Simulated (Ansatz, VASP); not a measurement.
**Bi2Se3 in VASP and in Ansatz**

```xyz
5
Lattice="9.8405 0.0000 0.0000 8.9683 4.0502 0.0000 8.9683 1.9312 3.5601" Properties=species:S:1:pos:R:3 pbc="T T T"
Bi   11.1331    2.3973    1.4269
Bi   16.6441    3.5840    2.1332
Se    0.0000    0.0000    0.0000
Se    5.8804    1.2663    0.7537
Se   21.8967    4.7151    2.8064
```

Alike in both runs: task single point; functional LDA; k mesh 8 × 8 × 8; no spin polarisation.

|  | VASP | Ansatz |
| --- | --- | --- |
| version | VASP 6.6.1 | Ansatz 0.2.0 |
| potentials or method | VASP PAW LDA potentials, release 64 (Bi_d, Se), cutoff 500 eV | plane waves, PAW |
| occupations | gaussian, width 0.01 eV | fixed |
| valence electrons in the cell | 48 | 78 |

|  | VASP | Ansatz | Ansatz less VASP |
| --- | --- | --- | --- |
| gap on the k mesh at the Fermi level (eV) | 0.09 | 0.09 | +0.005 |

LDA's correlation is that of Perdew and Zunger in VASP and of Perdew and Wang (1992) in Ansatz. VASP's potentials hold 48 valence electrons a cell and Ansatz's 78, so a difference there can come from the potentials and not from the codes.

Spin-orbit coupling is off throughout.
